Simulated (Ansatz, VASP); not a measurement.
**Two plane-wave programs on Au**

The input POSCAR:

```
Au
1.0
    0.0000000000      2.0074966285      2.0074966285
    2.0074966285      0.0000000000      2.0074966285
    2.0074966285      2.0074966285      0.0000000000
Au
1
Direct
    0.0000000000      0.0000000000      0.0000000000
```

File INCAR.step1:

```
ALGO = Normal
EDIFF = 1E-5
ENCUT = 520
GGA = PE
ISIF = 2
ISMEAR = -1
LASPH = True
LCHARG = False
LREAL = False
LWAVE = True
NBANDS = 12
NELM = 60
PREC = Accurate
SIGMA = 0.05
```

The input INCAR.step2:

```
AEXX = 1.0
AGGAC = 0.0
ALDAC = 0.0
ALGO = Normal
EDIFF = 1E-7
ENCUT = 520
GGA = PE
ISIF = 2
ISMEAR = -1
ISTART = 1
LASPH = True
LCHARG = False
LHFCALC = True
LREAL = False
LWAVE = False
NBANDS = 12
NELM = 60
PREC = Accurate
PRECFOCK = Normal
SIGMA = 0.05
```

Contents of KPOINTS:

```
k-points
0
Gamma
  6 6 6
```

input.yaml

```yaml
crystal:
  lattice:
    - [0.0, 2.0074966285, 2.0074966285]
    - [2.0074966285, 0.0, 2.0074966285]
    - [2.0074966285, 2.0074966285, 0.0]
  atoms:
    - { symbol: Au, position: [0.0, 0.0, 0.0] }
hamiltonian:
  xc: hf
  pseudopotentials: { kind: paw }
kpoints:
  mp_grid: { grid: [6, 6, 6] }
scf:
  occupations: { method: fermi_dirac, width: 0.05 }
output:
  forces: true
  stress: true
  eigenvalues: true
```

Alike in both runs: task single point; functional HF; k mesh 6 × 6 × 6; occupations fermi-dirac, width 0.05 eV; no spin polarisation.

|  | VASP | Ansatz |
| --- | --- | --- |
| version | VASP 6.6.1 | Ansatz 0.2.0 |
| potentials or method | VASP PAW PBE potentials, release 64 (Au) | Ansatz PAW |
| plane-wave cutoff (eV) | 520 | 420 |
| valence electrons in the cell | 11 | 19 |

|  | VASP | Ansatz | Ansatz less VASP |
| --- | --- | --- | --- |
| gap on the k mesh at the Fermi level (eV) | none | none | - |
| pressure (GPa) | 34.9 | 35.7 | +0.79 |

VASP's potentials were made for PBE, not for HF. A gap of «none» marks a metal or a gap that the smearing closes. Both programs put the cell under a high pressure, so it lies far from rest at this level. With one functional, cell and mesh, what is left measures potentials, basis and numerics. VASP's potentials hold 11 valence electrons a cell and Ansatz's 19, so a difference there can come from the potentials and not from the codes.

The k mesh is coarse, so the values compare programs but aren't converged. Spin-orbit coupling is off throughout. Noted on Ansatz's run: Pulay correction over one GPa.
